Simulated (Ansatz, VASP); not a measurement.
## Two plane-wave programs on KBr

```
K Br
1.0
     3.93287    0.00000    0.00000
     0.00000    3.93287    0.00000
     0.00000    0.00000    3.93287
K Br
1 1
Cartesian
  0.0000 0.0000 0.0000
  1.9664 1.9664 1.9664
```

Alike in both runs: functional PBEsol; k mesh 6 × 6 × 6; occupations gaussian, width 0.02 eV; no spin polarisation.

Ansatz relaxed the structure, and its values are those at the end. VASP's run is a single point on that final structure, the one shown.

|  | VASP | Ansatz |
| --- | --- | --- |
| version | VASP 6.6.1 | Ansatz 0.2.0 |
| potentials or method | VASP PAW PBE potentials, release 64 (K_sv, Br), cutoff 520 eV | scalar-relativistic, plane waves, PAW |
| valence electrons in the cell | 16 | 16 |

VASP gave:

* gap on the k mesh at the Fermi level (eV): 3.96
* least direct gap on the mesh (eV): 4.25
* pressure (GPa): 0.1

Question: Estimate Ansatz's values.

Answer: gap on the k mesh at the Fermi level (eV): 3.96; least direct gap on the mesh (eV): 4.25; pressure (GPa): 0.0.

VASP's potentials were made for PBE, not for PBEsol.
